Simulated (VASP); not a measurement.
# CsBr (Pm-3m) in VASP: relaxation of the atoms with r2SCAN

Aim: the relaxation of the atoms of CsBr with r2SCAN.

All numbers are computed with VASP 6.6.1; they aren't measurements. Logs are shortened: lines on timing, memory, paths and dates and some standing lists are left out, and cuts for length are marked.

### Step 1. The cell of the first run

It takes space group Pm-3m (No. 221, cubic). The conventional cell has a = 4.286 Å, b = 4.286 Å, c = 4.286 Å, α = 90.00°, β = 90.00°, γ = 90.00°. Cs (site symmetry m-3m) has 8 Br at 3.71 Å and 6 Cs at 4.29 Å within 4.9 Å. Within 4.9 Å of Br (site symmetry m-3m) lie 8 Cs at 3.71 Å and 6 Br at 4.29 Å.

### Step 2. Relaxation of the atoms, r2SCAN

The input, POSCAR:

```
CsBr
1.0
    4.2860000000      0.0000000000      0.0000000000
    0.0000000000      4.2860000000      0.0000000000
    0.0000000000      0.0000000000      4.2860000000
Cs Br
1 1
Direct
    0.0000000000      0.0000000000      0.0000000000
    0.5000000000      0.5000000000      0.5000000000
```

The input, INCAR.step1:

```
SYSTEM = CsBr
  ALGO = Normal
  EDIFF = 1E-5
  EDIFFG = -0.01
  ENCUT = 500
  GGA = PE
  GGA_COMPAT = .False.
  IBRION = 2
  ISMEAR = -1
  LASPH = .True.
  LCHARG = .False.
  LREAL = .False.
  LWAVE = .True.
  NELM = 120
  NELMIN = 4
  NSW = 100
  PREC = Accurate
  SIGMA = 0.03
```

The input, INCAR.step2:

```
SYSTEM = CsBr
  ALGO = Normal
  EDIFF = 1E-7
  EDIFFG = -0.01
  ENCUT = 500
  GGA_COMPAT = .False.
  IBRION = 2
  ISIF = 2
  ISMEAR = -1
  ISTART = 1
  LASPH = .True.
  LCHARG = .False.
  LMIXTAU = .True.
  LREAL = .False.
  LWAVE = .False.
  METAGGA = R2SCAN
  NELM = 120
  NELMIN = 4
  NSW = 50
  PREC = Accurate
  SIGMA = 0.03
```

The input, KPOINTS:

```
k-points
0
Gamma
  7 7 7
  0 0 0
```

Potentials or basis: VASP PAW PBE potentials, release 64 (Cs_sv, Br).

Command:

```sh
$ cat potpaw_PBE.64/Cs_sv/POTCAR potpaw_PBE.64/Br/POTCAR > POTCAR
$ cp INCAR.step1 INCAR
$ mpirun -np 1 vasp_std > vasp.out
$ cp INCAR.step2 INCAR
$ mpirun -np 1 vasp_std > vasp.out
```

OUTCAR:

```text
SYSTEM = CsBr
   EDIFF = 1E-7
   EDIFFG = -0.01
   ENCUT = 500
   IBRION = 2
   ISIF = 2
   ISMEAR = -1
   ISTART = 1
   LASPH = .True.
   LREAL = .False.
   METAGGA = R2SCAN
   NELM = 120
   NELMIN = 4
   NSW = 50
   PREC = Accurate

 ion  position               nearest neighbor table
   1  0.000  0.000  0.000-
   2  0.500  0.500  0.500-

  LATTYP: Found a simple cubic cell.
 ALAT       =     4.2860000000

  Lattice vectors:

 A1 = (   4.2860000000,   0.0000000000,   0.0000000000)
 A2 = (   0.0000000000,   4.2860000000,   0.0000000000)
 A3 = (   0.0000000000,   0.0000000000,   4.2860000000)

Analysis of symmetry for initial positions (statically):
=====================================================================
 Subroutine PRICEL returns:
 Original cell was already a primitive cell.

 Routine SETGRP: Setting up the symmetry group for a
 simple cubic supercell.

 Subroutine GETGRP returns: Found 48 space group operations
 (whereof 48 operations were pure point group operations)
 out of a pool of 48 trial point group operations.

The static configuration has the point symmetry O_h .

Analysis of symmetry for dynamics (positions and initial velocities):
=====================================================================
 Subroutine PRICEL returns:
 Original cell was already a primitive cell.

 Routine SETGRP: Setting up the symmetry group for a
 simple cubic supercell.

 Subroutine GETGRP returns: Found 48 space group operations
 (whereof 48 operations were pure point group operations)
 out of a pool of 48 trial point group operations.

The dynamic configuration has the point symmetry O_h .

 Subroutine INISYM returns: Found 48 space group operations
 (whereof 48 operations are pure point group operations),
 and found     1 'primitive' translations

----------------------------------------------------------------------------------------

                                     Primitive cell

  volume of cell :      78.7329

  direct lattice vectors                    reciprocal lattice vectors
     4.286000000  0.000000000  0.000000000     0.233317779  0.000000000  0.000000000
     0.000000000  4.286000000  0.000000000     0.000000000  0.233317779  0.000000000
     0.000000000  0.000000000  4.286000000     0.000000000  0.000000000  0.233317779

  length of vectors
     4.286000000  4.286000000  4.286000000     0.233317779  0.233317779  0.233317779
[... 84 lines left out ...]
   POTIM  = 0.5000    time-step for ionic-motion
   TEBEG  =    0.0;   TEEND  =   0.0 temperature during run
   PSTRESS=    0.0 pullay stress
   NELECT =      16.0000    total number of electrons
   NUPDOWN=      -1.0000    fix difference up-down
   EMIN   =  10.00;   EMAX   =-10.00  energy-range for DOS
   EFERMI =   0.00;   METHOD = LEGACY
   ISMEAR =    -1;   SIGMA  =   0.03  broadening in eV -4-tet -1-fermi 0-gaus
   EFERMI_NEDOS =   21; number of points for ismear=-14 and -15
   IALGO  =     38    algorithm
   IMIX   =      4    mixing-type and parameters
     AMIX     =   0.40;   BMIX     =  1.00
     AMIX_MAG =   1.60;   BMIX_MAG =  1.00
  volume/ion in A,a.u.               =      39.37       265.66
  Fermi-wavevector in a.u.,A,eV,Ry     =   0.962489  1.818841 12.604247  0.926386
  Thomas-Fermi vector in A             =   2.091953
   LORBIT       =      0    0 simple, 1 ext, 2 COOP (PROOUT), +10 PAW based schemes
   METAGGA = R2SCAN    functional components
   LHFCALC =     F    Hartree Fock is set to
   AEXX    =    0.0000 exact exchange contribution
   IVDW    =     0    specifies the selected vdW correction
   LEPSILON=     F    determine dielectric tensor
   LRPA    =     F    only Hartree local field effects (RPA)
 conjugate gradient relaxation of ions
 non-spin polarized calculation
  energy-cutoff  :      500.00
  volume of cell :       78.73
 maximum number of plane-waves:      2009
 NGX is ok and might be reduce to    32
   NGX = 15   NGY = 15   NGZ = 15

 number of electron      15.9999999 magnetization

 Free energy of the ion-electron system (eV)
  ---------------------------------------------------
  ext. energy  EPLUGINS =         0.00000000
  ---------------------------------------------------
  free energy    TOTEN  =       -42.32179011 eV

  energy without entropy =      -42.32179011  energy(sigma->0) =      -42.32179011

 E-fermi :   0.0665     XC(G=0):  -8.4618

 val. band max:       -0.6580730002   @ k =   0.0000   0.0000   0.0000
 cond. band min:       4.6291498496   @ k =   0.0000   0.0000   0.0000
 fundamental gap:      5.2872228498
 Fermi energy:         0.0664789108

 k-point     1 :       0.0000    0.0000    0.0000
  band No.  band energies     occupation
      1     -20.9646      2.00000
      2     -13.4589      2.00000
      3      -7.1818      2.00000
      4      -7.1818      2.00000
      5      -7.1818      2.00000
      6      -0.6581      2.00000
      7      -0.6581      2.00000
      8      -0.6581      2.00000
      9       4.6291      0.00000
     10       4.7416      0.00000
     11       4.7416      0.00000
     12       9.1646      0.00000
[... 271 lines left out ...]
 k-point    20 :       0.4286    0.4286    0.4286
  band No.  band energies     occupation
      1     -20.8201      2.00000
      2     -13.2852      2.00000
      3      -7.5919      2.00000
      4      -7.5754      2.00000
      5      -7.5754      2.00000
      6      -1.7701      2.00000
      7      -1.7701      2.00000
      8      -1.6767      2.00000
      9       7.6297      0.00000
     10       8.1529      0.00000
     11       8.1529      0.00000
     12       9.0378      0.00000

------------------------ aborting loop because EDIFF is reached ----------------------------------------

  FORCE on cell =-STRESS in cart. coord.  units (eV):
  Direction    XX          YY          ZZ          XY          YZ          ZX
  --------------------------------------------------------------------------------------
  -------------------------------------------------------------------------------------
  Total        0.2346252      0.2346252      0.2346252      0.0000000     -0.0000000     -0.0000000
  in kB        4.7745100      4.7745100      4.7745100      0.0000000     -0.0000000     -0.0000000
  external PRESSURE =       4.7745100 kB  Pullay stress =       0.0000000 kB

 VOLUME and BASIS-vectors are now :
 -----------------------------------------------------------------------------
  energy-cutoff  :      500.00
  volume of cell :       78.73
      direct lattice vectors                 reciprocal lattice vectors
     4.286000000  0.000000000  0.000000000     0.233317779  0.000000000  0.000000000
     0.000000000  4.286000000  0.000000000     0.000000000  0.233317779  0.000000000
     0.000000000  0.000000000  4.286000000     0.000000000  0.000000000  0.233317779

 POSITION                                       TOTAL-FORCE (eV/Angst)
 -----------------------------------------------------------------------------------
      0.00000      0.00000      0.00000         0.000000      0.000000      0.000000
      2.14300      2.14300      2.14300         0.000000      0.000000      0.000000
 -----------------------------------------------------------------------------------
    total drift:                                0.000000      0.000000     -0.000000

  FREE ENERGIE OF THE ION-ELECTRON SYSTEM (eV)
  ---------------------------------------------------
  free  energy   TOTEN  =       -42.3217901055 eV

  energy  without entropy=      -42.3217901055  energy(sigma->0) =      -42.32179011

 reached required accuracy - stopping structural energy minimisation
```

It took 44 s on 1 thread of Intel Xeon Platinum 8259CL at 2.50GHz (Skylake/Cascade Lake), shared host; peak memory 0.19 GiB.

What came out:

```
Free energy             : -42.3218 eV
Pressure after relaxing : 0.5 GPa
Band gap on the k mesh  : 5.29 eV
```

Final structure:
```
Cs Br
1.0
     4.28600    0.00000    0.00000
     0.00000    4.28600    0.00000
     0.00000    0.00000    4.28600
Cs Br
1 1
Direct
  0.00000 0.00000 0.00000
  0.50000 0.50000 0.50000
```

Levels at points of the mesh, in eV from the valence-band top:
```csv
k point,band 4,band 5,band 6,band 7,band 8,band 9,band 10,band 11,band 12
"(0.00, 0.00, 0.00)",-6.52,-6.52,0.00,0.00,0.00,5.29,5.40,5.40,9.82
```

Caveat: the relaxation stopped at its first step, so nothing moved; the PAW data sets were made with another functional, which shifts forces and pressure a little; spin-orbit coupling is left out, which moves the levels of the heavy elements; an odd mesh through Γ misses points on the zone boundary, where band edges can lie.
